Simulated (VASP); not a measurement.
# AlN in VASP: further runs

Runs on AlN. Level: PBEsol. Tasks: single point, relaxation of cell and atoms.

Everything below comes from runs of VASP 6.6.1. Logs are shortened: lines on timing, memory, paths and dates and some standing lists are left out, and cuts for length are marked.

### Step 1. The cell of the first run

The cell holds an amorphous packing of atoms, 18 atoms: a = 5.999 Å, b = 5.468 Å, c = 6.003 Å, α = 86.33°, β = 94.83°, γ = 90.56°.

### Step 2. Single point, PBEsol

Input file INCAR:

```
PREC = Accurate
ENCUT = 520
EDIFF = 1E-7
ISMEAR = -1
SIGMA = 0.3275
LREAL = Auto
LASPH = True
NELM = 100
ALGO = Normal
ISIF = 2
LWAVE = False
LCHARG = False
GGA = PS
NBANDS = 51
```

Input file KPOINTS:

```
Automatic mesh
0
Gamma
  3 4 3
```

Input file POSCAR:

```
AlN
1.0
    5.9940280000     -0.0239540000     -0.2524580000
   -0.0239540000      5.4649030000      0.1829620000
   -0.2524580000      0.1829620000      5.9951250000
Al N
9 9
Direct
    0.9363905766      0.5357159387      0.4122303280
    0.7213888934      0.0643226315      0.5661477408
    0.6040721236      0.5468524544      0.7617284579
    0.8250604989      0.2299665548      0.0369020226
    0.2477924808      0.1906895939      0.7719488487
    0.5893047531      0.8497223666      0.2110976688
    0.3517818175      0.4098048235      0.1934562241
    0.2575610258      0.0027827915      0.3982525310
    0.0595140266      0.8112945199      0.9718535839
    0.0081131189      0.8681205674      0.4600782846
    0.5939534454      0.1883251524      0.2867672757
    0.7872498257      0.7865359353      0.9948167300
    0.8529106158      0.3760601629      0.6483791798
    0.3507495273      0.7213161277      0.1270713982
    0.2783921700      0.3139294593      0.4929316969
    0.1505787124      0.1901237928      0.0392241014
    0.5723836280      0.7914256492      0.5098443955
    0.5366478736      0.2686526607      0.8628754974
```

Potentials or basis: VASP PAW PBE potentials, release 64 (Al, N).

Launch:

```sh
cat potpaw_PBE.64/Al/POTCAR potpaw_PBE.64/N/POTCAR > POTCAR
mpirun -np 1 vasp_std > vasp.out
```

OUTCAR:

```text
PREC = Accurate
   ENCUT = 520
   EDIFF = 1E-7
   ISMEAR = -1
   LREAL = Auto
   LASPH = True
   NELM = 100
   ISIF = 2
   GGA = PS

 ion  position               nearest neighbor table
   1  0.936  0.536  0.412-  13 1.72  10 1.90  15 2.39   6 2.85   4 2.92   2 3.00   3 3.02   7 3.02
                             9 3.10   8 3.19   5 3.25
   2  0.721  0.064  0.566-  17 1.77  11 1.87  13 1.95  10 2.20  18 2.50   6 2.56   8 2.90   1 3.00
                             4 3.04   3 3.07   3 3.09   9 3.28   5 3.29   4 3.35
   3  0.604  0.547  0.762-  18 1.66  17 1.95  13 1.96  12 2.20   4 2.61   5 2.88   1 3.02   2 3.07
                             2 3.09   7 3.16   6 3.26   9 3.27
   4  0.825  0.230  0.037-  18 1.95  16 1.97  11 2.13  13 2.44  12 2.46   3 2.61   6 2.71   9 2.76
                             1 2.92   2 3.04   5 3.12   7 3.25   2 3.35
   5  0.248  0.191  0.772-  16 1.75  15 1.79  18 1.83   8 2.53   9 2.62   3 2.88   7 2.89   4 3.12
                             1 3.25   2 3.29
   6  0.589  0.850  0.211-  14 1.64  17 1.81  12 1.88  11 1.93   8 2.54   2 2.56   4 2.71   7 2.79
                             1 2.85   3 3.26   9 3.29
   7  0.352  0.410  0.193-  14 1.72  16 1.92  11 1.92  15 1.93  18 2.52   8 2.55   6 2.79   5 2.89
                             9 3.00   1 3.02   3 3.16   4 3.25
   8  0.258  0.003  0.398-  10 1.72  15 1.83  17 2.25  16 2.37  11 2.38  14 2.41   5 2.53   6 2.54
                             7 2.55   2 2.90   9 2.98   1 3.19
   9  0.060  0.811  0.972-  12 1.65  14 1.96  16 2.19   5 2.62   4 2.76   8 2.98   7 3.00   1 3.10
                             3 3.27   2 3.28   6 3.29
  10  0.008  0.868  0.460-   8 1.72   1 1.90   2 2.20
  11  0.594  0.188  0.287-   2 1.87   7 1.92   6 1.93   4 2.13   8 2.38
  12  0.787  0.787  0.995-   9 1.65   6 1.88   3 2.20   4 2.46
  13  0.853  0.376  0.648-   1 1.72   2 1.95   3 1.96   4 2.44
  14  0.351  0.721  0.127-   6 1.64   7 1.72   9 1.96   8 2.41
  15  0.278  0.314  0.493-   5 1.79   8 1.83   7 1.93   1 2.39
  16  0.151  0.190  0.039-   5 1.75   7 1.92   4 1.97   9 2.19   8 2.37
  17  0.572  0.791  0.510-   2 1.77   6 1.81   3 1.95   8 2.25
  18  0.537  0.269  0.863-   3 1.66   5 1.83   4 1.95   2 2.50   7 2.52

  LATTYP: Found a triclinic cell.
 ALAT       =     6.0032269573
 B/A-ratio  =     0.9993608527
 C/A-ratio  =     0.9108463471
 COS(alpha) =     0.0097753304
 COS(beta)  =     0.0640593765
 COS(gamma) =     0.0841616371

  Lattice vectors:

 A1 = (   0.2524580000,  -0.1829620000,  -5.9951250000)
 A2 = (   5.9940280000,  -0.0239540000,  -0.2524580000)
 A3 = (   0.0239540000,  -5.4649030000,  -0.1829620000)

Analysis of symmetry for initial positions (statically):
=====================================================================
 Subroutine PRICEL returns:
 Original cell was already a primitive cell.

 Routine SETGRP: Setting up the symmetry group for a
 triclinic supercell.

 Subroutine GETGRP returns: Found  1 space group operations
 (whereof  1 operations were pure point group operations)
 out of a pool of  2 trial point group operations.

The static configuration has the point symmetry C_1 .

Analysis of symmetry for dynamics (positions and initial velocities):
=====================================================================
 Subroutine PRICEL returns:
 Original cell was already a primitive cell.

 Routine SETGRP: Setting up the symmetry group for a
 triclinic supercell.

 Subroutine GETGRP returns: Found  1 space group operations
 (whereof  1 operations were pure point group operations)
 out of a pool of  2 trial point group operations.

The dynamic configuration has the point symmetry C_1 .

 Subroutine INISYM returns: Found  1 space group operations
 (whereof  1 operations are pure point group operations),
 and found     1 'primitive' translations

----------------------------------------------------------------------------------------

                                     Primitive cell

  volume of cell :     195.8308

  direct lattice vectors                    reciprocal lattice vectors
     5.994028000 -0.023954000 -0.252458000     0.167130496  0.000497455  0.007022775
    -0.023954000  5.464903000  0.182962000     0.000497455  0.183174501 -0.005569256
    -0.252458000  0.182962000  5.995125000     0.007022775 -0.005569256  0.167267891

  length of vectors
     5.999390011  5.468017345  6.003226957     0.167278718  0.183259820  0.167507861

  position of ions in fractional coordinates (direct lattice)
     0.936390577  0.535715939  0.412230328
     0.721388893  0.064322631  0.566147741
     0.604072124  0.546852454  0.761728458
     0.825060499  0.229966555  0.036902023
     0.247792481  0.190689594  0.771948849
     0.589304753  0.849722367  0.211097669
[... 10 lines left out ...]
     0.572383628  0.791425649  0.509844395
     0.536647874  0.268652661  0.862875497

  ion indices of the primitive-cell ions
   primitive index   ion index
                 1           1
                 2           2
                 3           3
                 4           4
                 5           5
                 6           6
[... 10 lines left out ...]
                17          17
                18          18

----------------------------------------------------------------------------------------

 KPOINTS: Automatic mesh

Automatic generation of k-mesh.
 Grid dimensions read from file:
 generate k-points for:    3    4    3

 Generating k-lattice:

  Cartesian coordinates                     Fractional coordinates (reciprocal lattice)
     0.055710165  0.000165818  0.002340925     0.333333333  0.000000000  0.000000000
     0.000124364  0.045793625 -0.001392314    -0.000000000  0.250000000  0.000000000
     0.002340925 -0.001856419  0.055755964     0.000000000  0.000000000  0.333333333

  Length of vectors
     0.055759573  0.045814955  0.055835954

  Shift w.r.t. Gamma in fractional coordinates (k-lattice)
     0.000000000  0.000000000  0.000000000

 Subroutine IBZKPT returns following result:
 ===========================================

 Found     19 irreducible k-points:

 Following reciprocal coordinates:
            Coordinates               Weight
  0.000000  0.000000  0.000000      1.000000
  0.333333 -0.000000  0.000000      2.000000
  0.000000  0.250000  0.000000      2.000000
  0.333333  0.250000  0.000000      2.000000
 -0.333333  0.250000  0.000000      2.000000
  0.000000  0.500000  0.000000      1.000000
[... 11 lines left out ...]
  0.333333 -0.250000  0.333333      2.000000
 -0.333333 -0.250000  0.333333      2.000000
   k-points           NKPTS =     19   k-points in BZ     NKDIM =     19   number of bands    NBANDS=     51
   number of dos      NEDOS =    301   number of ions     NIONS =     18
   total plane-waves  NPLWV =  96768
   dimension x,y,z NGX =    48 NGY =   42 NGZ =   48
   dimension x,y,z NGXF=    96 NGYF=   84 NGZF=   96
   ions per type =               9   9
   NGX,Y,Z   is equivalent  to a cutoff of  13.30, 12.77, 13.29 a.u.
   NGXF,Y,Z  is equivalent  to a cutoff of  26.60, 25.54, 26.59 a.u.
 SYSTEM =  unknown system
   PREC   = accura    normal or accurate (medium, high low for compatibility)
   ISTART =      0    job   : 0-new  1-cont  2-samecut
   ICHARG =      2    charge: 1-file 2-atom 10-const
   ISPIN  =      1    spin polarized calculation?
   LNONCOLLINEAR =      F non collinear calculations
   LSORBIT =      F    spin-orbit coupling
   LASPH  =      T    aspherical Exc in radial PAW
   ENCUT  =  520.0 eV  38.22 Ry    6.18 a.u.  11.15 10.17 11.16*2*pi/ulx,y,z
   NELM   =    100;   NELMIN=  2; NELMDL= -5     # of ELM steps
   EDIFF  = 0.1E-06   stopping-criterion for ELM
   LREAL  =      T    real-space projection
   EDIFFG = 0.1E-05   stopping-criterion for IOM
   NSW    =      0    number of steps for IOM
   IBRION =     -1    ionic relax: 0-MD 1-quasi-New 2-CG
   NFREE  =      0    steps in history (QN), initial steepest desc. (CG)
   ISIF   =      2    stress and relaxation
   ISYM   =      2    0-nonsym 1-usesym 2-fastsym
   POTIM  = 0.5000    time-step for ionic-motion
   TEBEG  =    0.0;   TEEND  =   0.0 temperature during run
   PSTRESS=    0.0 pullay stress
   NELECT =      72.0000    total number of electrons
   NUPDOWN=      -1.0000    fix difference up-down
   EMIN   =  10.00;   EMAX   =-10.00  energy-range for DOS
   EFERMI =   0.00;   METHOD = LEGACY
   ISMEAR =    -1;   SIGMA  =   0.33  broadening in eV -4-tet -1-fermi 0-gaus
   EFERMI_NEDOS =   21; number of points for ismear=-14 and -15
   IALGO  =     38    algorithm
   IMIX   =      4    mixing-type and parameters
     AMIX     =   0.40;   BMIX     =  1.00
     AMIX_MAG =   1.60;   BMIX_MAG =  1.00
  volume/ion in A,a.u.               =      10.88        73.42
  Fermi-wavevector in a.u.,A,eV,Ry     =   1.172804  2.216278 18.714385  1.375468
  Thomas-Fermi vector in A             =   2.309227
   LORBIT       =      0    0 simple, 1 ext, 2 COOP (PROOUT), +10 PAW based schemes
   GGA     = PS    functional components
   LHFCALC =     F    Hartree Fock is set to
   AEXX    =    0.0000 exact exchange contribution
   IVDW    =     0    specifies the selected vdW correction
   LEPSILON=     F    determine dielectric tensor
   LRPA    =     F    only Hartree local field effects (RPA)
 non-spin polarized calculation
  energy-cutoff  :      520.00
  volume of cell :      195.83
 maximum number of plane-waves:      5288
 NGX is ok and might be reduce to    48
   NGX = 23   NGY = 21   NGZ = 23

 number of electron      71.9999999 magnetization

 Free energy of the ion-electron system (eV)
  ---------------------------------------------------
  ext. energy  EPLUGINS =         0.00000000
  ---------------------------------------------------
  free energy    TOTEN  =      -121.78342396 eV

  energy without entropy =     -120.76205310  energy(sigma->0) =     -121.27273853

 E-fermi :   7.3989     XC(G=0): -10.9525

 val. band max:        7.1875752522   @ k =  -0.3333  -0.2500   0.3333
 cond. band min:       7.4782537717   @ k =   0.0000   0.2500   0.0000
 fundamental gap:      0.2906785195
 Fermi energy:         7.3988638102

 k-point     1 :       0.0000    0.0000    0.0000
  band No.  band energies     occupation
      1      -9.6910      2.00000
      2      -7.9996      2.00000
      3      -7.9295      2.00000
      4      -7.6180      2.00000
      5      -7.2294      2.00000
      6      -6.9082      2.00000
[... 40 lines left out ...]
     47      13.1684      0.00000
     48      13.2159      0.00000

 k-point     2 :       0.3333   -0.0000    0.0000
  band No.  band energies     occupation
      1      -9.4625      2.00000
      2      -8.4920      2.00000
      3      -7.8474      2.00000
      4      -7.5505      2.00000
      5      -7.1941      2.00000
      6      -7.1775      2.00000
[... 40 lines left out ...]
     47      13.0648      0.00000
     48      13.3429      0.00000

 k-point     3 :       0.0000    0.2500    0.0000
  band No.  band energies     occupation
      1      -9.5272      2.00000
      2      -8.2744      2.00000
      3      -7.8950      2.00000
      4      -7.5742      2.00000
      5      -7.2721      2.00000
      6      -6.9329      2.00000
[... 805 lines left out ...]
     47      12.9060      0.00000
     48      13.3345      0.00000

 k-point    19 :      -0.3333   -0.2500    0.3333
  band No.  band energies     occupation
      1      -9.0962      2.00000
      2      -8.3197      2.00000
      3      -8.1441      2.00000
      4      -7.8783      2.00000
      5      -7.3760      2.00000
      6      -7.3185      2.00000
[... 40 lines left out ...]
     47      12.7698      0.00000
     48      12.9342      0.00000
 [bands above 48 left out]

------------------------ aborting loop because EDIFF is reached ----------------------------------------

  FORCE on cell =-STRESS in cart. coord.  units (eV):
  Direction    XX          YY          ZZ          XY          YZ          ZX
  --------------------------------------------------------------------------------------
  -------------------------------------------------------------------------------------
  Total       18.3665974      9.9521730     11.9287054     12.8066139     -8.6613301     -6.2022274
  in kB      150.2651443     81.4230683     97.5939417    104.7764940    -70.8621192    -50.7431277
  external PRESSURE =     109.7607181 kB  Pullay stress =       0.0000000 kB

 VOLUME and BASIS-vectors are now :
 -----------------------------------------------------------------------------
  energy-cutoff  :      520.00
  volume of cell :      195.83
      direct lattice vectors                 reciprocal lattice vectors
     5.994028000 -0.023954000 -0.252458000     0.167130496  0.000497455  0.007022775
    -0.023954000  5.464903000  0.182962000     0.000497455  0.183174501 -0.005569256
    -0.252458000  0.182962000  5.995125000     0.007022775 -0.005569256  0.167267891

 POSITION                                       TOTAL-FORCE (eV/Angst)
 -----------------------------------------------------------------------------------
      5.49585      2.98063      2.33299         1.974347      1.236258      0.419655
      4.17956      0.43782      3.22377         2.392657      2.147311      0.505822
      3.41542      3.11339      4.51421         2.259925      5.363901     -3.599849
      4.93061      1.24373      0.05501        -0.943978     -0.352203     -0.326083
      1.28582      1.17740      4.60026         0.406211      1.873168     -1.113571
      3.45866      4.66816      1.27225         4.273170      2.229643     -0.305977
[... 10 lines left out ...]
      3.28321      4.40464      3.05688        -2.459548     -1.902424      2.710000
      2.99241      1.61318      5.08672        -0.500942     -3.591432      2.240736
 -----------------------------------------------------------------------------------
    total drift:                                0.003302      0.004494      0.004338

  FREE ENERGIE OF THE ION-ELECTRON SYSTEM (eV)
  ---------------------------------------------------
  free  energy   TOTEN  =      -121.7834239626 eV

  energy  without entropy=     -120.7620531031  energy(sigma->0) =     -121.27273853
```

It took 4.1 min on 1 thread of Intel Xeon Platinum 8488C (Sapphire Rapids), shared host; peak memory 0.35 GiB.

What came out:

| Quantity | Value |
| --- | --- |
| Free energy | -121.7834 eV |
| Pressure | 11.0 GPa |
| Largest force | 7.480 eV/Å |
| Band gap on the k mesh | zero (band 36 reaches 7.19 eV, above the bottom of band 37 at 6.95 eV) |

Forces in eV/Å, atoms in the order of the input:
```
Al   1.974  1.236  0.420
Al   2.393  2.147  0.506
Al   2.260  5.364 -3.600
Al  -0.944 -0.352 -0.326
Al   0.406  1.873 -1.114
Al   4.273  2.230 -0.306
Al   0.929 -3.363  1.291
Al   2.050 -1.123 -1.832
Al   5.656  0.333  0.318
N   -2.107 -0.835  1.461
N    1.857  0.453 -2.005
N   -3.832 -0.802  0.095
N    0.007 -1.877  2.699
N   -6.617 -0.161 -3.483
N   -1.891  1.524 -1.250
N   -3.453 -1.151  2.175
N   -2.460 -1.902  2.710
N   -0.501 -3.591  2.241
```

Caveat: the PAW data sets were made with another functional, which shifts forces and pressure a little.

(Continued in part 2 of 2.)
